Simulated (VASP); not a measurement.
# Cs2LiScF6 (I4mm) in VASP: single point with PBEsol

Aim: the single point of Cs2LiScF6 with PBEsol.

All numbers are computed with VASP 6.6.1; they aren't measurements. Logs are shortened: lines on timing, memory, paths and dates and some standing lists are left out, and cuts for length are marked.

## 1. The cell of the first run

Symmetry: I4mm, No. 107, tetragonal system. The conventional cell has a = 6.076 Å, b = 6.076 Å, c = 8.593 Å, α = 90.00°, β = 90.00°, γ = 90.00°. Within 3.9 Å of Cs (site symmetry 2mm) lie 12 F at 3.00 to 3.08 Å and 4 Li at 3.69 to 3.75 Å and 4 Sc at 3.69 to 3.75 Å. Within 3.0 Å of Li (site symmetry 4mm) lie 6 F at 2.25 to 2.27 Å. Within 2.7 Å of Sc (site symmetry 4mm) lie 6 F at 2.02 to 2.05 Å. F (site symmetry m) has 1 Sc at 2.04 Å and 1 Li at 2.26 Å and 8 F at 2.81 to 3.27 Å and 4 Cs at 3.00 to 3.08 Å within 3.3 Å. F (site symmetry 4mm) has 1 Sc at 2.05 Å and 1 Li at 2.25 Å and 4 F at 2.81 Å within 2.9 Å. Within 2.7 Å of F (site symmetry 4mm) lie 1 Sc at 2.02 Å and 1 Li at 2.27 Å.

## 2. Single point, PBEsol (atoms displaced along a vibrational mode)

Contents of INCAR:

```
SYSTEM = Cs2LiScF6
PREC = Accurate
ENCUT = 520
EDIFF = 1E-6
ISMEAR = 0
SIGMA = 0.05
LREAL = .False.
LASPH = .True.
NELM = 80
ALGO = Normal
ISIF = 2
LWAVE = .False.
LCHARG = .True.
GGA = PS
LELF = .True.
LVHAR = .True.
NBANDS = 48
```

Contents of KPOINTS:

```
regular mesh
0
Gamma
  6 6 6
  0 0 0
```

Contents of POSCAR:

```
Cs2LiScF6
1.0
    0.0000000000      4.2963951983      4.2963951983
    4.2963951983      0.0000000000      4.2963951983
    4.2963951983      4.2963951983      0.0000000000
Cs Li Sc F
2 1 1 6
Direct
    0.7499476467      0.7500523533      0.7499476467
    0.2499476467      0.2500523533      0.2499476467
    0.4935455371      0.5064544629      0.4935455371
   -0.0063127022      0.0063127022     -0.0063127022
    0.7701630048      0.2298369952      0.2438021910
    0.2438021910      0.2298369952      0.7701630048
    0.2438021910      0.7561978090      0.7701630048
    0.2318684000      0.7681316000      0.2318684000
    0.7582292138      0.2417707862      0.7582292138
    0.7701630048      0.7561978090      0.2438021910
```

Potentials or basis: VASP PAW PBE potentials, release 64 (Cs_sv, Li_sv, Sc_sv, F).

On the command line:

```console
$ cat potpaw_PBE.64/Cs_sv/POTCAR potpaw_PBE.64/Li_sv/POTCAR potpaw_PBE.64/Sc_sv/POTCAR potpaw_PBE.64/F/POTCAR > POTCAR
$ mpirun -np 1 vasp_std > vasp.out
```

OUTCAR:

```text
SYSTEM = Cs2LiScF6
   PREC = Accurate
   ENCUT = 520
   EDIFF = 1E-6
   ISMEAR = 0
   LREAL = .False.
   LASPH = .True.
   NELM = 80
   ISIF = 2
   GGA = PS

 ion  position               nearest neighbor table
   1  0.750  0.750  0.750-
   2  0.250  0.250  0.250-
   3  0.494  0.506  0.494-   8 2.25
   4  0.994  0.006  0.994-   9 2.02   6 2.04   7 2.04   5 2.04  10 2.04   8 2.05
   5  0.770  0.230  0.244-   4 2.04
   6  0.244  0.230  0.770-   4 2.04
   7  0.244  0.756  0.770-   4 2.04
   8  0.232  0.768  0.232-   4 2.05   3 2.25
   9  0.758  0.242  0.758-   4 2.02
  10  0.770  0.756  0.244-   4 2.04

  LATTYP: Found a face centered cubic cell.
 ALAT       =     8.5927903966

  Lattice vectors:

 A1 = (   0.0000000000,   4.2963951983,   4.2963951983)
 A2 = (   4.2963951983,   0.0000000000,   4.2963951983)
 A3 = (   4.2963951983,   4.2963951983,   0.0000000000)

Analysis of symmetry for initial positions (statically):
=====================================================================
 Subroutine PRICEL returns:
 Original cell was already a primitive cell.

 Routine SETGRP: Setting up the symmetry group for a
 face centered cubic supercell.

 Subroutine GETGRP returns: Found  8 space group operations
 (whereof  8 operations were pure point group operations)
 out of a pool of 48 trial point group operations.

The static configuration has the point symmetry C_4v.

Analysis of symmetry for dynamics (positions and initial velocities):
=====================================================================
 Subroutine PRICEL returns:
 Original cell was already a primitive cell.

 Routine SETGRP: Setting up the symmetry group for a
 face centered cubic supercell.

 Subroutine GETGRP returns: Found  8 space group operations
 (whereof  8 operations were pure point group operations)
 out of a pool of 48 trial point group operations.

The dynamic configuration has the point symmetry C_4v.

 Subroutine INISYM returns: Found  8 space group operations
 (whereof  8 operations are pure point group operations),
 and found     1 'primitive' translations

----------------------------------------------------------------------------------------

                                     Primitive cell

  volume of cell :     158.6144

  direct lattice vectors                    reciprocal lattice vectors
     0.000000000  4.296395198  4.296395198    -0.116376631  0.116376631  0.116376631
     4.296395198  0.000000000  4.296395198     0.116376631 -0.116376631  0.116376631
     4.296395198  4.296395198  0.000000000     0.116376631  0.116376631 -0.116376631

  length of vectors
     6.076020359  6.076020359  6.076020359     0.201570238  0.201570238  0.201570238

  position of ions in fractional coordinates (direct lattice)
     0.749947647  0.750052353  0.749947647
     0.249947647  0.250052353  0.249947647
     0.493545537  0.506454463  0.493545537
     0.993687298  0.006312702  0.993687298
     0.770163005  0.229836995  0.243802191
     0.243802191  0.229836995  0.770163005
     0.243802191  0.756197809  0.770163005
     0.231868400  0.768131600  0.231868400
     0.758229214  0.241770786  0.758229214
     0.770163005  0.756197809  0.243802191

  ion indices of the primitive-cell ions
   primitive index   ion index
                 1           1
                 2           2
                 3           3
                 4           4
                 5           5
                 6           6
                 7           7
                 8           8
                 9           9
                10          10

----------------------------------------------------------------------------------------

 KPOINTS: regular mesh

Automatic generation of k-mesh.
 Grid dimensions read from file:
 generate k-points for:    6    6    6

 Generating k-lattice:

  Cartesian coordinates                     Fractional coordinates (reciprocal lattice)
    -0.019396105  0.019396105  0.019396105     0.166666667  0.000000000  0.000000000
     0.019396105 -0.019396105  0.019396105     0.000000000  0.166666667  0.000000000
     0.019396105  0.019396105 -0.019396105     0.000000000  0.000000000  0.166666667

  Length of vectors
     0.033595040  0.033595040  0.033595040

  Shift w.r.t. Gamma in fractional coordinates (k-lattice)
     0.000000000  0.000000000  0.000000000

 Subroutine IBZKPT returns following result:
 ===========================================

 Found     30 irreducible k-points:

 Following reciprocal coordinates:
            Coordinates               Weight
  0.000000  0.000000  0.000000      1.000000
  0.166667  0.000000  0.000000      8.000000
  0.333333  0.000000  0.000000      8.000000
  0.500000  0.000000  0.000000      4.000000
  0.166667  0.166667  0.000000      4.000000
  0.166667  0.000000  0.166667      2.000000
[... 16 lines left out ...]
  0.500000  0.333333  0.166667      8.000000
  0.166667  0.500000  0.333333      8.000000
 [... further k-points ...]
   k-points           NKPTS =     30   k-points in BZ     NKDIM =     30   number of bands    NBANDS=     48
   number of dos      NEDOS =    301   number of ions     NIONS =     10
   total plane-waves  NPLWV = 110592
   dimension x,y,z NGX =    48 NGY =   48 NGZ =   48
   dimension x,y,z NGXF=    96 NGYF=   96 NGZF=   96
   ions per type =               2   1   1   6
   NGX,Y,Z   is equivalent  to a cutoff of  13.13, 13.13, 13.13 a.u.
   NGXF,Y,Z  is equivalent  to a cutoff of  26.27, 26.27, 26.27 a.u.
 SYSTEM =  Cs2LiScF6
   PREC   = accura    normal or accurate (medium, high low for compatibility)
   ISTART =      0    job   : 0-new  1-cont  2-samecut
   ICHARG =      2    charge: 1-file 2-atom 10-const
   ISPIN  =      1    spin polarized calculation?
   LNONCOLLINEAR =      F non collinear calculations
   LSORBIT =      F    spin-orbit coupling
   LASPH  =      T    aspherical Exc in radial PAW
   ENCUT  =  520.0 eV  38.22 Ry    6.18 a.u.  11.30 11.30 11.30*2*pi/ulx,y,z
   NELM   =     80;   NELMIN=  2; NELMDL= -5     # of ELM steps
   EDIFF  = 0.1E-05   stopping-criterion for ELM
   LREAL  =      F    real-space projection
   EDIFFG = 0.1E-04   stopping-criterion for IOM
   NSW    =      0    number of steps for IOM
   IBRION =     -1    ionic relax: 0-MD 1-quasi-New 2-CG
   NFREE  =      0    steps in history (QN), initial steepest desc. (CG)
   ISIF   =      2    stress and relaxation
   ISYM   =      2    0-nonsym 1-usesym 2-fastsym
   POTIM  = 0.5000    time-step for ionic-motion
   TEBEG  =    0.0;   TEEND  =   0.0 temperature during run
   PSTRESS=    0.0 pullay stress
   NELECT =      74.0000    total number of electrons
   NUPDOWN=      -1.0000    fix difference up-down
   EMIN   =  10.00;   EMAX   =-10.00  energy-range for DOS
   EFERMI =   0.00;   METHOD = LEGACY
   ISMEAR =     0;   SIGMA  =   0.05  broadening in eV -4-tet -1-fermi 0-gaus
   EFERMI_NEDOS =   21; number of points for ismear=-14 and -15
   IALGO  =     38    algorithm
   IMIX   =      4    mixing-type and parameters
     AMIX     =   0.40;   BMIX     =  1.00
     AMIX_MAG =   1.60;   BMIX_MAG =  1.00
  volume/ion in A,a.u.               =      15.86       107.04
  Fermi-wavevector in a.u.,A,eV,Ry     =   1.269710  2.399404 21.934813  1.612163
  Thomas-Fermi vector in A             =   2.402737
   LORBIT       =      0    0 simple, 1 ext, 2 COOP (PROOUT), +10 PAW based schemes
   GGA     = PS    functional components
   LHFCALC =     F    Hartree Fock is set to
   AEXX    =    0.0000 exact exchange contribution
   IVDW    =     0    specifies the selected vdW correction
   LEPSILON=     F    determine dielectric tensor
   LRPA    =     F    only Hartree local field effects (RPA)
 non-spin polarized calculation
 Gauss-broadening in eV      SIGMA  =   0.05
  energy-cutoff  :      520.00
  volume of cell :      158.61
 maximum number of plane-waves:      4314
 NGX is ok and might be reduce to    48
   NGX = 23   NGY = 23   NGZ = 23

 number of electron      74.0000005 magnetization

 Free energy of the ion-electron system (eV)
  ---------------------------------------------------
  ext. energy  EPLUGINS =         0.00000000
  ---------------------------------------------------
  free energy    TOTEN  =       -55.27949119 eV

  energy without entropy =      -55.27949119  energy(sigma->0) =      -55.27949119

 E-fermi :  -1.3308     XC(G=0):  -9.7337

 val. band max:       -1.5812360161   @ k =   0.1667   0.0000  -0.1667
 cond. band min:       5.1050268496   @ k =   0.0000   0.0000   0.0000
 fundamental gap:      6.6862628657
 Fermi energy:        -1.3307631166

 k-point     1 :       0.0000    0.0000    0.0000
  band No.  band energies     occupation
      1     -47.3660      2.00000
      2     -43.0502      2.00000
      3     -26.3471      2.00000
      4     -26.3390      2.00000
      5     -26.3390      2.00000
      6     -21.2729      2.00000
[... 40 lines left out ...]
     47       7.7551      0.00000
     48       7.8285      0.00000

 k-point     2 :       0.1667    0.0000    0.0000
  band No.  band energies     occupation
      1     -47.3660      2.00000
      2     -43.0502      2.00000
      3     -26.3473      2.00000
      4     -26.3394      2.00000
      5     -26.3389      2.00000
      6     -21.2416      2.00000
[... 40 lines left out ...]
     47       8.0091      0.00000
     48       8.0381      0.00000

 k-point     3 :       0.3333    0.0000    0.0000
  band No.  band energies     occupation
      1     -47.3660      2.00000
      2     -43.0502      2.00000
      3     -26.3478      2.00000
      4     -26.3401      2.00000
      5     -26.3387      2.00000
      6     -21.1698      2.00000
[... 1060 lines left out ...]
     47       9.0358      0.00000
     48       9.2196      0.00000

 k-point    24 :       0.1667    0.5000    0.3333
  band No.  band energies     occupation
      1     -47.3660      2.00000
      2     -43.0502      2.00000
      3     -26.3479      2.00000
      4     -26.3407      2.00000
      5     -26.3390      2.00000
      6     -21.1204      2.00000
[... 40 lines left out ...]
     47       9.0387      0.00000
     48       9.2193      0.00000

 [... further k-points ...]

------------------------ aborting loop because EDIFF is reached ----------------------------------------

  FORCE on cell =-STRESS in cart. coord.  units (eV):
  Direction    XX          YY          ZZ          XY          YZ          ZX
  --------------------------------------------------------------------------------------
  -------------------------------------------------------------------------------------
  Total        0.0743308      0.0801685      0.0743308      0.0000000     -0.0000000      0.0000000
  in kB        0.7508220      0.8097891      0.7508220      0.0000000     -0.0000000      0.0000000
  external PRESSURE =       0.7704777 kB  Pullay stress =       0.0000000 kB

 VOLUME and BASIS-vectors are now :
 -----------------------------------------------------------------------------
  energy-cutoff  :      520.00
  volume of cell :      158.61
      direct lattice vectors                 reciprocal lattice vectors
     0.000000000  4.296395198  4.296395198    -0.116376631  0.116376631  0.116376631
     4.296395198  0.000000000  4.296395198     0.116376631 -0.116376631  0.116376631
     4.296395198  4.296395198  0.000000000     0.116376631  0.116376631 -0.116376631

 POSITION                                       TOTAL-FORCE (eV/Angst)
 -----------------------------------------------------------------------------------
      6.44459      6.44414      6.44459         0.000000      0.016866     -0.000000
      2.14820      2.14775      2.14820         0.000000      0.016866     -0.000000
      4.29640      4.24093      4.29640         0.000000      0.086814     -0.000000
      4.29640      8.53855      4.29640         0.000000      0.536790     -0.000000
      2.03494      4.35640      4.29640         0.054426     -0.250455     -0.000000
      4.29640      4.35640      2.03494         0.000000     -0.250455      0.054426
      6.55785      4.35640      4.29640        -0.054426     -0.250455     -0.000000
      4.29640      1.99240      4.29640         0.000000      0.263079     -0.000000
      4.29640      6.51530      4.29640         0.000000      0.081404     -0.000000
      4.29640      4.35640      6.55785         0.000000     -0.250455     -0.054426
 -----------------------------------------------------------------------------------
    total drift:                               -0.000002      0.000122     -0.000002

  FREE ENERGIE OF THE ION-ELECTRON SYSTEM (eV)
  ---------------------------------------------------
  free  energy   TOTEN  =       -55.2794911889 eV

  energy  without entropy=      -55.2794911889  energy(sigma->0) =      -55.27949119
```

It took 5.2 min on 1 thread of Intel Xeon Platinum 8488C (Sapphire Rapids), shared host; peak memory 0.44 GiB.

Results:

| Item | Value |
| --- | --- |
| Free energy | -55.2795 eV |
| Largest force | 0.537 eV/Å |
| Band gap on the k mesh | 6.69 eV |

Forces in eV/Å, atoms in the order of the input:
```
Cs   0.000  0.017  0.000
Cs   0.000  0.017  0.000
Li   0.000  0.087  0.000
Sc   0.000  0.537  0.000
F    0.054 -0.250  0.000
F    0.000 -0.250  0.054
F   -0.054 -0.250  0.000
F    0.000  0.263  0.000
F    0.000  0.081  0.000
F    0.000 -0.250 -0.054
```

Levels at points of the mesh, in eV from the valence-band top:
```tsv
k point	band 35	band 36	band 37	band 38	band 39	band 40
(0.00, 0.00, 0.00)	-0.06	0.00	0.00	6.69	6.70	6.70
(0.50, 0.00, 0.00)	-0.18	-0.13	-0.07	6.76	6.77	6.80
(0.50, 0.50, 0.00)	-0.20	-0.20	-0.12	6.77	6.86	6.87
(0.50, 0.00, 0.50)	-0.16	-0.13	-0.13	6.76	6.87	6.87
```

Caveat: the cell differs from its parent crystal (atoms displaced along a vibrational mode); the cutoff is under 1.25 times the usual one of these potentials, so pressure, stress and relaxed cells hold a basis-set (Pulay) error; the PAW data sets were made with another functional, which shifts forces and pressure a little; spin-orbit coupling is left out, which moves the levels of the heavy elements. A k mesh can miss the band edges.
